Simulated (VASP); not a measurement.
HfSn3O8, 12 atoms in the cell. Symmetry: Pmm2, No. 25, orthorhombic system. Conventional cell: a = 3.521 Å, b = 7.213 Å, c = 5.358 Å, α = 90.00°, β = 90.00°, γ = 90.00°. Hf (site symmetry mm2) has 8 O at 2.01 to 2.43 Å within 2.7 Å. Sn (site symmetry m) has 8 O at 2.03 to 2.51 Å within 2.7 Å. Sn (site symmetry mm2) has 8 O at 2.02 to 2.56 Å within 2.7 Å. O (site symmetry m) has 3 Sn at 2.02 to 2.43 Å and 1 Hf at 2.06 Å and 6 O at 2.61 to 2.69 Å within 2.7 Å. O (site symmetry mm2) has 2 Sn at 2.05 Å and 2 Hf at 2.43 Å and 5 O at 2.61 to 2.64 Å within 2.7 Å. O (site symmetry mm2) has 2 Hf at 2.01 Å and 2 Sn at 2.48 Å and 5 O at 2.57 to 2.64 Å within 2.7 Å. O (site symmetry m) has 3 Sn at 2.03 to 2.56 Å and 1 Hf at 2.40 Å and 6 O at 2.57 to 2.69 Å within 2.7 Å. O (site symmetry mm2) has 4 Sn at 2.04 to 2.42 Å and 6 O at 2.62 to 2.69 Å within 2.7 Å. 

```yaml
Program: VASP 6.6.1
Task: single point
Functional: PBEsol
Potentials_or_basis: VASP PAW PBE potentials, release 64 (Hf_pv, Sn_d, O)
Cutoff: 520 eV
k_mesh: 6 × 4 × 4
Occupations: fermi-dirac, width 0.02 eV
Spin: no spin polarisation
Dipole_correction: no
Further_INCAR_settings: ALGO = Normal; EDIFF = 1e-06; NBANDS = 62
```

Potentials or basis: VASP PAW PBE potentials, release 64 (Hf_pv, Sn_d, O).

Launch:

```bash
$ cat potpaw_PBE.64/Hf_pv/POTCAR potpaw_PBE.64/Sn_d/POTCAR potpaw_PBE.64/O/POTCAR > POTCAR
$ mpirun -np 1 vasp_std > vasp.out
```

Hardware: 1 thread of Intel(R) Xeon(R) Platinum 8259CL CPU @ 2.50GHz (Skylake/Cascade Lake), on a shared host.

Task: Estimate the wall time of this run.

Result: Run time: 4.8 min on 1 thread of Intel(R) Xeon(R) Platinum 8259CL CPU @ 2.50GHz (Skylake/Cascade Lake), with other jobs on the host, peak memory 0.38 GiB. Counts: scf iterations 16, k points 36.
